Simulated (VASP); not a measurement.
Runs of VASP 6.6.1 on GaSb. The structure is that of space group F-43m (No. 216), or close to it. The cells are those of the table. 

| task | cell | cutoff (eV) | smearing | gap on the mesh (eV) | pressure (GPa) |
| --- | --- | --- | --- | --- | --- |
| single point | a = 4.455 Å, angles 60.0°, 2 atoms | 520 | gaussian 0.1 eV | none | (a) |
| single point | a = 4.188 Å, angles 60.0°, 2 atoms | 500 | gaussian 0.1 eV | 0.56 | (b) |
| single point | a = 4.364 Å, angles 60.0°, 2 atoms | 500 | gaussian 0.1 eV | none | -1.3 |
| single point | a = 4.406 Å, angles 60.0°, 2 atoms | 520 | gaussian 0.1 eV | none | -2.5 |

Alike in all rows: level PBEsol; potentials or basis VASP PAW PBE potentials, release 64 (Ga_d, Sb); no spin polarisation; k mesh 12 × 12 × 12.

**Question.** Fill in the values left out.

**Answer.** (a) -3.7; (b) 6.2.

Caveats: the PAW data sets were made with another functional, which shifts forces and pressure a little; spin-orbit coupling is left out, which moves the levels of the heavy elements.

A k mesh can miss the band edges, and the runs leave out spin-orbit coupling on Ga, Sb.

A gap of «none» marks levels without a gap at the run's occupations.
